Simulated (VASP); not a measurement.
# Ti (Im-3m) in VASP: a series of runs, part 2 of 2

VASP 6.6.1. The steps go on from the part before.

### Step 3. Single point, PBE

Contents of INCAR:

```
ALGO     = Normal         # electronic algorithm
EDIFF    = 1E-6           # SCF threshold, eV
ENCUT    = 520            # plane-wave cutoff, eV
GGA      = PE             # functional
ISIF     = 2              # what is computed and relaxed
ISMEAR   = -1             # smearing method
LASPH    = True           # aspherical terms in the spheres
LCHARG   = False          # write CHGCAR
LREAL    = False          # projectors in reciprocal space
LWAVE    = False          # write WAVECAR
NBANDS   = 12             # bands
NELM     = 80             # most SCF steps
PREC     = Accurate       # precision mode
SIGMA    = 0.1            # smearing width, eV
```

Contents of KPOINTS:

```
k-points
0
Gamma
  17 17 17
```

Contents of POSCAR:

```
Ti
1.0
   -1.5638761891      1.5638761891      1.5638761891
    1.5638761891     -1.5638761891      1.5638761891
    1.5638761891      1.5638761891     -1.5638761891
Ti
1
Direct
    0.0000000000      0.0000000000      0.0000000000
```

Potentials or basis: VASP PAW PBE potentials, release 64 (Ti_sv).

On the command line:

```bash
$ cat potpaw_PBE.64/Ti_sv/POTCAR > POTCAR
$ mpirun -np 1 vasp_std > vasp.out
```

OUTCAR:

```text
EDIFF = 1E-6
   ENCUT = 520
   GGA = PE
   ISIF = 2
   ISMEAR = -1
   LASPH = True
   LREAL = False
   NELM = 80
   PREC = Accurate

 ion  position               nearest neighbor table
   1  0.000  0.000  0.000-

  LATTYP: Found a body centered cubic cell.
 ALAT       =     3.1277523782

  Lattice vectors:

 A1 = (  -1.5638761891,   1.5638761891,   1.5638761891)
 A2 = (   1.5638761891,  -1.5638761891,   1.5638761891)
 A3 = (   1.5638761891,   1.5638761891,  -1.5638761891)

Analysis of symmetry for initial positions (statically):
=====================================================================
 Subroutine PRICEL returns:
 Original cell was already a primitive cell.

 Routine SETGRP: Setting up the symmetry group for a
 body centered cubic supercell.

 Subroutine GETGRP returns: Found 48 space group operations
 (whereof 48 operations were pure point group operations)
 out of a pool of 48 trial point group operations.

The static configuration has the point symmetry O_h .

Analysis of symmetry for dynamics (positions and initial velocities):
[... 156 lines left out ...]
 E-fermi :   9.4722     XC(G=0): -12.1027

 val. band max:        9.4690284278   @ k =  -0.2941   0.3529   0.0588
 cond. band min:       9.4768132104   @ k =   0.2353   0.2353   0.0000
 fundamental gap:      0.0077847826
 Fermi energy:         9.4721898232

 k-point     1 :       0.0000    0.0000    0.0000
  band No.  band energies     occupation
      1     -46.8232      2.00000
      2     -22.4971      2.00000
      3     -22.4971      2.00000
      4     -22.4971      2.00000
      5       3.2713      2.00000
      6      10.5700      0.00003
      7      10.5700      0.00003
      8      10.5700      0.00003
      9      12.6209      0.00000
     10      12.6209      0.00000
     11      27.8025      0.00000
     12      27.8025      0.00000
[... 331 lines left out ...]
 k-point    24 :       0.1765    0.1765    0.0000
  band No.  band energies     occupation
      1     -46.6766      2.00000
      2     -23.1384      2.00000
      3     -22.7040      2.00000
      4     -22.5625      2.00000
      5       6.1845      2.00000
      6       9.3741      1.45472
      7       9.6122      0.39565
      8      12.0885      0.00000
      9      12.9783      0.00000
     10      13.2165      0.00000
     11      24.3720      0.00000
     12      24.6786      0.00000

 [... further k-points ...]
[... 5 lines left out ...]
  --------------------------------------------------------------------------------------
  -------------------------------------------------------------------------------------
  Total        1.4854098      1.4854098      1.4854098     -0.0000000      0.0000000      0.0000000
  in kB      155.5570759    155.5570759    155.5570759     -0.0000000      0.0000000      0.0000000
  external PRESSURE =     155.5570759 kB  Pullay stress =       0.0000000 kB

 VOLUME and BASIS-vectors are now :
 -----------------------------------------------------------------------------
  energy-cutoff  :      520.00
  volume of cell :       15.30
      direct lattice vectors                 reciprocal lattice vectors
    -1.563876189  1.563876189  1.563876189     0.000000000  0.319718404  0.319718404
     1.563876189 -1.563876189  1.563876189     0.319718404  0.000000000  0.319718404
     1.563876189  1.563876189 -1.563876189     0.319718404  0.319718404  0.000000000

 POSITION                                       TOTAL-FORCE (eV/Angst)
 -----------------------------------------------------------------------------------
      0.00000      0.00000      0.00000        -0.000000      0.000000     -0.000000
 -----------------------------------------------------------------------------------
    total drift:                                0.000000     -0.000000      0.000000

  FREE ENERGIE OF THE ION-ELECTRON SYSTEM (eV)
  ---------------------------------------------------
  free  energy   TOTEN  =        -7.6740482643 eV

  energy  without entropy=       -7.6094884308  energy(sigma->0) =       -7.64176835
```

stdout:

```text
POSCAR found type information on POSCAR Ti
 POSCAR found :  1 types and       1 ions
 scaLAPACK will be used
 LDA part: xc-table for (Slater+PW92), standard interpolation
 POSCAR, INCAR and KPOINTS ok, starting setup
 FFT: planning ... GRIDC
 FFT: planning ... GRID_SOFT
 FFT: planning ... GRID
 WAVECAR not read
 entering main loop
```

It took 11 s on 1 thread of Intel Xeon 6975P-C (Granite Rapids), shared host; peak memory 0.14 GiB.

Results:

- Free energy: -7.6740 eV
- Pressure: 15.6 GPa
- Band gap on the k mesh: zero (band 6 reaches 10.57 eV, above the bottom of band 7 at 8.77 eV)

### Step 4. Relaxation of cell and atoms, PBE, target pressure 16 GPa, at which the enthalpy is minimised

Contents of INCAR:

```
ALGO = Normal
EDIFF = 1E-6
EDIFFG = -0.005
ENCUT = 600
GGA = PE
IBRION = 2
ISIF = 3
ISMEAR = -1
LASPH = T
LCHARG = F
LREAL = F
LWAVE = F
NELM = 100
NSW = 32
PREC = Accurate
PSTRESS = 160.0
SIGMA = 0.1
```

KPOINTS is that of step 3.

POSCAR is that of step 3.

Potentials or basis: VASP PAW PBE potentials, release 64 (Ti_sv).

On the command line:

```bash
$ cat potpaw_PBE.64/Ti_sv/POTCAR > POTCAR
$ mpirun -np 1 vasp_std > vasp.out
```

OUTCAR:

```text
EDIFF = 1E-6
   EDIFFG = -0.005
   ENCUT = 600
   GGA = PE
   IBRION = 2
   ISIF = 3
   ISMEAR = -1
   LASPH = T
   LREAL = F
   NELM = 100
   NSW = 32
   PREC = Accurate
   PSTRESS = 160.0

 ion  position               nearest neighbor table
   1  0.000  0.000  0.000-

  LATTYP: Found a body centered cubic cell.
 ALAT       =     3.1277523782

  Lattice vectors:

 A1 = (  -1.5638761891,   1.5638761891,   1.5638761891)
 A2 = (   1.5638761891,  -1.5638761891,   1.5638761891)
 A3 = (   1.5638761891,   1.5638761891,  -1.5638761891)

Analysis of symmetry for initial positions (statically):
=====================================================================
 Subroutine PRICEL returns:
[... 250 lines left out ...]
  free energy    TOTEN  =        -7.66917332 eV

  energy without entropy =       -7.60491660  energy(sigma->0) =       -7.63704496

 E-fermi :   9.5084     XC(G=0): -12.1180

 val. band max:        9.5035193944   @ k =  -0.2941   0.3529   0.0588
 cond. band min:       9.5109103147   @ k =  -0.4118   0.4118   0.1176
 fundamental gap:      0.0073909203
 Fermi energy:         9.5084382843

 k-point     1 :       0.0000    0.0000    0.0000
  band No.  band energies     occupation
      1     -46.7816      2.00000
      2     -22.4505      2.00000
      3     -22.4505      2.00000
      4     -22.4505      2.00000
      5       3.3037      2.00000
      6      10.6085      0.00003
      7      10.6085      0.00003
      8      10.6085      0.00003
      9      12.6670      0.00000
     10      12.6670      0.00000
[... 287 lines left out ...]
 k-point    24 :       0.1765    0.1765    0.0000
  band No.  band energies     occupation
      1     -46.6332      2.00000
      2     -23.0980      2.00000
      3     -22.6593      2.00000
      4     -22.5166      2.00000
      5       6.2227      2.00000
      6       9.4079      1.46406
      7       9.6475      0.39866
      8      12.1324      0.00000
      9      13.0268      0.00000
     10      13.2665      0.00000

 [... further k-points ...]
[... 5 lines left out ...]
  --------------------------------------------------------------------------------------
  -------------------------------------------------------------------------------------
  Total        1.5228961      1.5228961      1.5228961      0.0000000     -0.0000000      0.0000000
  in kB      159.9853034    159.9853034    159.9853034      0.0000000     -0.0000000      0.0000000
  external PRESSURE =      -0.0146966 kB  Pullay stress =     160.0000000 kB
[... 20 lines left out ...]
  energy  without entropy=       -7.6049166009  energy(sigma->0) =       -7.63704496

  enthalpy is  TOTEN    =        -6.1461372969 eV   P V=        1.5230360203

 reached required accuracy - stopping structural energy minimisation
```

CONTCAR:

```text
Ti
   1.00000000000000
    -1.5622370297824439    1.5622370297824439    1.5622370297824439
     1.5622370297824439   -1.5622370297824439    1.5622370297824439
     1.5622370297824439    1.5622370297824439   -1.5622370297824439
  Ti
     1
Direct
     0.0000000000000000    0.0000000000000000    0.0000000000000000

  0.00000000E+00  0.00000000E+00  0.00000000E+00
```

Run time: 28 s. Hardware: 1 thread of Intel Xeon 6975P-C (Granite Rapids), shared host; peak memory 0.16 GiB.

Results:

```
Free energy                                            : -7.6692 eV
Relaxed volume                                         : 15.25 Å³/atom
Relaxed cell                                           : a = 2.706 Å, b = 2.706 Å, c = 2.706 Å, α = 109.47°, β = 109.47°, γ = 109.47°
Space group after relaxing (to 0.05 Å)                 : Im-3m (No. 229)
Energy change on relaxing (the enthalpy is what falls) : +4.7 meV/atom
Ionic steps                                            : 3
Pressure after relaxing                                : 16.0 GPa
Band gap on the k mesh                                 : zero (band 6 reaches 10.61 eV, above the bottom of band 7 at 8.80 eV)
```

The path:
| step | energy change (eV) | largest force (eV/Å) | pressure (GPa) | volume (Å³) |
| --- | --- | --- | --- | --- |
| 1 | 0.0000 | 0.0000 | 15.53 | 15.30 |
| 2 | 0.0099 | 0.0000 | 16.51 | 15.20 |
| 3 | 0.0047 | 0.0000 | 16.00 | 15.25 |

Final structure:
```
CELL_PARAMETERS angstrom
-1.56224 1.56224 1.56224
1.56224 -1.56224 1.56224
1.56224 1.56224 -1.56224
ATOMIC_POSITIONS crystal
Ti 0.00000 0.00000 0.00000
```

Levels at points of the mesh, in eV from the Fermi level:
```
           k point  band 2  band 3  band 4  band 5  band 6  band 7  band 8  band 9  band 10
(0.00, 0.00, 0.00)  -31.96  -31.96  -31.96   -6.20    1.10    1.10    1.10    3.16     3.16
```

Caveat: the cell is relaxed towards a set pressure, so the enthalpy falls and the energy may rise.

### Step 5. Relaxation of cell and atoms, PBE, target pressure 16 GPa, at which the enthalpy is minimised

This run uses another cell than the first one, of 15.40 Å³/atom, 1.007 times its volume.

Contents of INCAR:

```
SYSTEM = Ti
PREC = Accurate ; ENCUT = 600
EDIFF = 1E-7 ; ISMEAR = -1
SIGMA = 0.1 ; LREAL = .False.
LASPH = .True. ; NELM = 60
ALGO = Normal ; ISIF = 3
LWAVE = .False. ; LCHARG = .False.
GGA = PE ; IBRION = 2
NSW = 60 ; EDIFFG = -0.005
PSTRESS = 160.0
```

Contents of KPOINTS:

```
Automatic mesh
0
Gamma
  17 17 17
  0 0 0
```

Contents of POSCAR:

```
Ti
1.0
   -1.5674201603      1.5674201603      1.5674201603
    1.5674201603     -1.5674201603      1.5674201603
    1.5674201603      1.5674201603     -1.5674201603
Ti
1
Direct
    0.0000000000      0.0000000000      0.0000000000
```

On the command line:

```bash
$ cat potpaw_PBE.64/Ti_sv/POTCAR > POTCAR
$ mpirun -np 1 vasp_std > vasp.out
```

It took 41 s on 1 thread of Intel Xeon 6975P-C (Granite Rapids), shared host; peak memory 0.17 GiB.

The run converged. Its results:

```
Free energy                                            : -7.6692 eV
Relaxed volume                                         : 15.25 Å³/atom
Relaxed cell                                           : a = 2.706 Å, b = 2.706 Å, c = 2.706 Å, α = 109.47°, β = 109.47°, γ = 109.47°
Space group after relaxing (to 0.05 Å)                 : Im-3m (No. 229)
Energy change on relaxing (the enthalpy is what falls) : +14.5 meV/atom
Ionic steps                                            : 3
Pressure after relaxing                                : 16.0 GPa
Band gap on the k mesh                                 : zero (band 6 reaches 10.61 eV, above the bottom of band 7 at 8.80 eV)
```

The path:
| step | energy change (eV) | largest force (eV/Å) | pressure (GPa) | volume (Å³) |
| --- | --- | --- | --- | --- |
| 1 | 0.0000 | 0.0000 | 14.50 | 15.40 |
| 2 | 0.0321 | 0.0000 | 17.71 | 15.08 |
| 3 | 0.0145 | 0.0000 | 16.00 | 15.25 |

Final structure:
```
Ti
1.0
    -1.56223    1.56223    1.56223
     1.56223   -1.56223    1.56223
     1.56223    1.56223   -1.56223
Ti
1
Cartesian
  0.0000 0.0000 0.0000
```

Levels at points of the mesh, in eV from the Fermi level:
```
           k point  band 2  band 3  band 4  band 5  band 6  band 7  band 8  band 9  band 10
(0.00, 0.00, 0.00)  -31.96  -31.96  -31.96   -6.20    1.10    1.10    1.10    3.16     3.16
```

Caveat: the cell is relaxed towards a set pressure, so the enthalpy falls and the energy may rise.

### Step 6. Overview

| task | cell | cutoff (eV) | gap on the mesh (eV) | pressure (GPa) |
| --- | --- | --- | --- | --- |
| single point | a = 2.709 Å, angles 109.5°, 1 atom | 520 | none | 15.6 |
| relaxation of cell and atoms | relaxed to 16 GPa from a = 2.709 Å, angles 109.5°, 1 atom | 600 | none | 16.0 |
| relaxation of cell and atoms | relaxed to 16 GPa from a = 2.715 Å, angles 109.5°, 1 atom | 600 | none | 16.0 |

Alike in all rows: level PBE; potentials or basis VASP PAW PBE potentials, release 64 (Ti_sv); no spin polarisation; k mesh 17 × 17 × 17; smearing fermi-dirac 0.1 eV.

Caveats: the cell is relaxed towards a set pressure, so the enthalpy falls and the energy may rise (some runs).

Absolute energies hang on the potentials; compare differences alone.
